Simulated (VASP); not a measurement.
# BaS (Fm-3m) in VASP: a series of runs, part 3 of 3

VASP 6.6.1. Earlier steps stand in the parts before.

## 4. Single point, PBEsol

This run uses another cell than the first one, of 32.56 Å³/atom, 1.026 times its volume.

The input, INCAR:

```
PREC = Accurate ; ENCUT = 520
EDIFF = 1E-6 ; ISMEAR = 0
SIGMA = 0.05 ; LREAL = False
LASPH = True ; NELM = 60
ALGO = Normal ; ISIF = 2
LWAVE = False ; LCHARG = True
GGA = PS ; LELF = True
LVHAR = True ; NBANDS = 15
```

The input, KPOINTS:

```
regular mesh
0
Gamma
  10 10 10
```

The input, POSCAR:

```
BaS
1.0
    0.0000000000      3.1932699843      3.1932699843
    3.1932699843      0.0000000000      3.1932699843
    3.1932699843      3.1932699843      0.0000000000
Ba S
1 1
Direct
    0.5000000000      0.5000000000      0.5000000000
    0.0000000000      0.0000000000      0.0000000000
```

Potentials or basis: VASP PAW PBE potentials, release 64 (Ba_sv, S).

Started as:

```console
$ cat potpaw_PBE.64/Ba_sv/POTCAR potpaw_PBE.64/S/POTCAR > POTCAR
$ mpirun -np 1 vasp_std > vasp.out
```

OUTCAR:

```text
PREC = Accurate
   ENCUT = 520
   EDIFF = 1E-6
   ISMEAR = 0
   LREAL = False
   LASPH = True
   NELM = 60
   ISIF = 2
   GGA = PS

 ion  position               nearest neighbor table
   1  0.500  0.500  0.500-   2 3.19   2 3.19   2 3.19   2 3.19   2 3.19   2 3.19
   2  0.000  0.000  0.000-   1 3.19   1 3.19   1 3.19   1 3.19   1 3.19   1 3.19

  LATTYP: Found a face centered cubic cell.
 ALAT       =     6.3865399686

  Lattice vectors:

 A1 = (   0.0000000000,   3.1932699843,   3.1932699843)
 A2 = (   3.1932699843,   0.0000000000,   3.1932699843)
 A3 = (   3.1932699843,   3.1932699843,   0.0000000000)

Analysis of symmetry for initial positions (statically):
=====================================================================
 Subroutine PRICEL returns:
 Original cell was already a primitive cell.

 Routine SETGRP: Setting up the symmetry group for a
 face centered cubic supercell.

 Subroutine GETGRP returns: Found 48 space group operations
 (whereof 48 operations were pure point group operations)
 out of a pool of 48 trial point group operations.

The static configuration has the point symmetry O_h .

Analysis of symmetry for dynamics (positions and initial velocities):
=====================================================================
 Subroutine PRICEL returns:
 Original cell was already a primitive cell.

 Routine SETGRP: Setting up the symmetry group for a
 face centered cubic supercell.

 Subroutine GETGRP returns: Found 48 space group operations
 (whereof 48 operations were pure point group operations)
 out of a pool of 48 trial point group operations.

The dynamic configuration has the point symmetry O_h .

 Subroutine INISYM returns: Found 48 space group operations
 (whereof 48 operations are pure point group operations),
 and found     1 'primitive' translations

----------------------------------------------------------------------------------------

                                     Primitive cell

  volume of cell :      65.1234

  direct lattice vectors                    reciprocal lattice vectors
     0.000000000  3.193269984  3.193269984    -0.156579307  0.156579307  0.156579307
     3.193269984  0.000000000  3.193269984     0.156579307 -0.156579307  0.156579307
     3.193269984  3.193269984  0.000000000     0.156579307  0.156579307 -0.156579307

  length of vectors
     4.515965720  4.515965720  4.515965720     0.271203314  0.271203314  0.271203314

  position of ions in fractional coordinates (direct lattice)
     0.500000000  0.500000000  0.500000000
     0.000000000  0.000000000  0.000000000

  ion indices of the primitive-cell ions
   primitive index   ion index
                 1           1
                 2           2

----------------------------------------------------------------------------------------

 KPOINTS: regular mesh

Automatic generation of k-mesh.
 Grid dimensions read from file:
 generate k-points for:   10   10   10

 Generating k-lattice:

  Cartesian coordinates                     Fractional coordinates (reciprocal lattice)
    -0.015657931  0.015657931  0.015657931     0.100000000  0.000000000  0.000000000
     0.015657931 -0.015657931  0.015657931     0.000000000  0.100000000  0.000000000
     0.015657931  0.015657931 -0.015657931     0.000000000  0.000000000  0.100000000

  Length of vectors
     0.027120331  0.027120331  0.027120331

  Shift w.r.t. Gamma in fractional coordinates (k-lattice)
     0.000000000  0.000000000  0.000000000

 Subroutine IBZKPT returns following result:
 ===========================================

 Found     47 irreducible k-points:

 Following reciprocal coordinates:
            Coordinates               Weight
  0.000000  0.000000  0.000000      1.000000
  0.100000  0.000000  0.000000      8.000000
  0.200000  0.000000  0.000000      8.000000
  0.300000  0.000000  0.000000      8.000000
  0.400000  0.000000  0.000000      8.000000
  0.500000  0.000000  0.000000      4.000000
[... 16 lines left out ...]
  0.300000  0.300000  0.000000      6.000000
  0.400000  0.300000  0.000000     24.000000
 [... further k-points ...]
   k-points           NKPTS =     47   k-points in BZ     NKDIM =     47   number of bands    NBANDS=     15
   number of dos      NEDOS =    301   number of ions     NIONS =      2
   total plane-waves  NPLWV =  46656
   dimension x,y,z NGX =    36 NGY =   36 NGZ =   36
   dimension x,y,z NGXF=    72 NGYF=   72 NGZF=   72
   ions per type =               1   1
   NGX,Y,Z   is equivalent  to a cutoff of  13.25, 13.25, 13.25 a.u.
   NGXF,Y,Z  is equivalent  to a cutoff of  26.51, 26.51, 26.51 a.u.
 SYSTEM =  unknown system
   PREC   = accura    normal or accurate (medium, high low for compatibility)
   ISTART =      0    job   : 0-new  1-cont  2-samecut
   ICHARG =      2    charge: 1-file 2-atom 10-const
   ISPIN  =      1    spin polarized calculation?
   LNONCOLLINEAR =      F non collinear calculations
   LSORBIT =      F    spin-orbit coupling
   LASPH  =      T    aspherical Exc in radial PAW
   ENCUT  =  520.0 eV  38.22 Ry    6.18 a.u.   8.40  8.40  8.40*2*pi/ulx,y,z
   NELM   =     60;   NELMIN=  2; NELMDL= -5     # of ELM steps
   EDIFF  = 0.1E-05   stopping-criterion for ELM
   LREAL  =      F    real-space projection
   EDIFFG = 0.1E-04   stopping-criterion for IOM
   NSW    =      0    number of steps for IOM
   IBRION =     -1    ionic relax: 0-MD 1-quasi-New 2-CG
   NFREE  =      0    steps in history (QN), initial steepest desc. (CG)
   ISIF   =      2    stress and relaxation
   ISYM   =      2    0-nonsym 1-usesym 2-fastsym
   POTIM  = 0.5000    time-step for ionic-motion
   TEBEG  =    0.0;   TEEND  =   0.0 temperature during run
   PSTRESS=    0.0 pullay stress
   NELECT =      16.0000    total number of electrons
   NUPDOWN=      -1.0000    fix difference up-down
   EMIN   =  10.00;   EMAX   =-10.00  energy-range for DOS
   EFERMI =   0.00;   METHOD = LEGACY
   ISMEAR =     0;   SIGMA  =   0.05  broadening in eV -4-tet -1-fermi 0-gaus
   EFERMI_NEDOS =   21; number of points for ismear=-14 and -15
   IALGO  =     38    algorithm
   IMIX   =      4    mixing-type and parameters
     AMIX     =   0.40;   BMIX     =  1.00
     AMIX_MAG =   1.60;   BMIX_MAG =  1.00
  volume/ion in A,a.u.               =      32.56       219.74
  Fermi-wavevector in a.u.,A,eV,Ry     =   1.025343  1.937617 14.304191  1.051328
  Thomas-Fermi vector in A             =   2.159178
   LORBIT       =      0    0 simple, 1 ext, 2 COOP (PROOUT), +10 PAW based schemes
   GGA     = PS    functional components
   LHFCALC =     F    Hartree Fock is set to
   AEXX    =    0.0000 exact exchange contribution
   IVDW    =     0    specifies the selected vdW correction
   LEPSILON=     F    determine dielectric tensor
   LRPA    =     F    only Hartree local field effects (RPA)
 non-spin polarized calculation
 Gauss-broadening in eV      SIGMA  =   0.05
  energy-cutoff  :      520.00
  volume of cell :       65.12
 maximum number of plane-waves:      1807
 NGX is ok and might be reduce to    36
   NGX = 17   NGY = 17   NGZ = 17

 number of electron      16.0000001 magnetization

 Free energy of the ion-electron system (eV)
  ---------------------------------------------------
  ext. energy  EPLUGINS =         0.00000000
  ---------------------------------------------------
  free energy    TOTEN  =       -10.71821129 eV

  energy without entropy =      -10.71821129  energy(sigma->0) =      -10.71821129

 E-fermi :   1.5697     XC(G=0):  -8.8250

 val. band max:        1.3441435338   @ k =   0.0000   0.0000   0.0000
 cond. band min:       3.3257402538   @ k =   0.5000   0.5000   0.0000
 fundamental gap:      1.9815967200
 Fermi energy:         1.5697055777

 k-point     1 :       0.0000    0.0000    0.0000
  band No.  band energies     occupation
      1     -24.6895      2.00000
      2      -9.7317      2.00000
      3      -9.7317      2.00000
      4      -9.7317      2.00000
      5      -9.0092      2.00000
      6       1.3441      2.00000
      7       1.3441      2.00000
      8       1.3441      2.00000
      9       4.7548      0.00000
     10       5.1288      0.00000
     11       5.1288      0.00000
     12       5.1288      0.00000
     13       6.0825      0.00000
     14       6.0825      0.00000
     15       9.8576      0.00000
[... 397 lines left out ...]
 k-point    24 :       0.4000    0.3000    0.0000
  band No.  band energies     occupation
      1     -24.6415      2.00000
      2     -10.4103      2.00000
      3      -9.9062      2.00000
      4      -9.8808      2.00000
      5      -8.4859      2.00000
      6       0.2347      2.00000
      7       0.9981      2.00000
      8       1.0672      2.00000
      9       3.8037      0.00000
     10       6.7814      0.00000
     11       7.1992      0.00000
     12       8.1114      0.00000
     13       8.1834      0.00000
     14      10.0295      0.00000
     15      10.4174      0.00000

 [... further k-points ...]
[... 5 lines left out ...]
  --------------------------------------------------------------------------------------
  -------------------------------------------------------------------------------------
  Total       -0.2083040     -0.2083040     -0.2083040     -0.0000000     -0.0000000      0.0000000
  in kB       -5.1247340     -5.1247340     -5.1247340     -0.0000000     -0.0000000      0.0000000
  external PRESSURE =      -5.1247340 kB  Pullay stress =       0.0000000 kB

 VOLUME and BASIS-vectors are now :
 -----------------------------------------------------------------------------
  energy-cutoff  :      520.00
  volume of cell :       65.12
      direct lattice vectors                 reciprocal lattice vectors
     0.000000000  3.193269984  3.193269984    -0.156579307  0.156579307  0.156579307
     3.193269984  0.000000000  3.193269984     0.156579307 -0.156579307  0.156579307
     3.193269984  3.193269984  0.000000000     0.156579307  0.156579307 -0.156579307

 POSITION                                       TOTAL-FORCE (eV/Angst)
 -----------------------------------------------------------------------------------
      3.19327      3.19327      3.19327        -0.000000     -0.000000     -0.000000
      0.00000      0.00000      0.00000         0.000000      0.000000      0.000000
 -----------------------------------------------------------------------------------
    total drift:                                0.000000      0.000000      0.000000

  FREE ENERGIE OF THE ION-ELECTRON SYSTEM (eV)
  ---------------------------------------------------
  free  energy   TOTEN  =       -10.7182112920 eV

  energy  without entropy=      -10.7182112920  energy(sigma->0) =      -10.71821129
```

stdout:

```text
POSCAR found type information on POSCAR BaS
 POSCAR found :  2 types and       2 ions
 scaLAPACK will be used
 -----------------------------------------------------------------------------
|                                                                             |
|                                                                             |
|     You enforced a specific xc type in the INCAR file but a different       |
|     I HOPE YOU KNOW WHAT YOU ARE DOING!                                     |
|                                                                             |
 -----------------------------------------------------------------------------

 LDA part: xc-table for (Slater+PW92), standard interpolation
 POSCAR, INCAR and KPOINTS ok, starting setup
 FFT: planning ... GRIDC
 FFT: planning ... GRID_SOFT
 FFT: planning ... GRID
 WAVECAR not read
 entering main loop
```

Wall time 35 s (1 thread of Intel Xeon Platinum 8259CL at 2.50GHz (Skylake/Cascade Lake), shared host); peak memory 0.23 GiB.

What came out:

* Free energy: -10.7182 eV
* Pressure: -0.5 GPa
* Band gap on the k mesh: 1.98 eV, indirect (least direct gap 2.12 eV)

Caveat: the PAW data sets were made with another functional, which shifts forces and pressure a little; spin-orbit coupling is left out, which moves the levels of the heavy elements.

## 5. Overview

```tsv
cell	gap on the mesh (eV)	pressure (GPa)
a = 4.477 Å, angles 60.0°, 2 atoms	1.93	0.7
a = 4.532 Å, angles 60.0°, 2 atoms	2.00	-1.0
a = 4.516 Å, angles 60.0°, 2 atoms	1.98	-0.5
```

Alike in all rows: task single point; level PBEsol; potentials or basis VASP PAW PBE potentials, release 64 (Ba_sv, S); no spin polarisation; k mesh 10 × 10 × 10; cutoff (eV) 520; smearing gaussian 0.05 eV.

Caveats: the PAW data sets were made with another functional, which shifts forces and pressure a little; spin-orbit coupling is left out, which moves the levels of the heavy elements.

Absolute energies hang on the potentials; compare differences alone.
